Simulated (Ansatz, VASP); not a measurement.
TlCl in VASP and in Ansatz

```
Tl Cl
1.0
     3.86569    0.00000    0.00000
     0.00000    3.86569    0.00000
     0.00000    0.00000    3.86569
Tl Cl
1 1
Direct
  0.00000 0.00000 0.00000
  0.50000 0.50000 0.50000
```

Change from the starting cell: volume scaled by 1.025, PAW files.

Alike in both runs: task electric field gradients; functional PBE; k mesh 8 × 8 × 8; occupations fermi-dirac, width 0.02 eV; no spin polarisation.

```csv
,VASP,Ansatz
version,VASP 6.6.1,Ansatz 0.2.0
potentials or method,"VASP PAW PBE potentials, release 64 (Tl_d, Cl)","PAW with Ansatz's default frozen-core files, scalar-relativistic"
plane-wave cutoff (eV),400,420
valence electrons in the cell,20,20
```

|  | VASP | Ansatz | Ansatz less VASP |
| --- | --- | --- | --- |
| gap on the k mesh at the Fermi level (eV) | 2.14 | 2.14 | -0.006 |
| pressure (GPa) | 0.5 | 0.6 | +0.10 |

Neither program's run includes spin-orbit coupling.
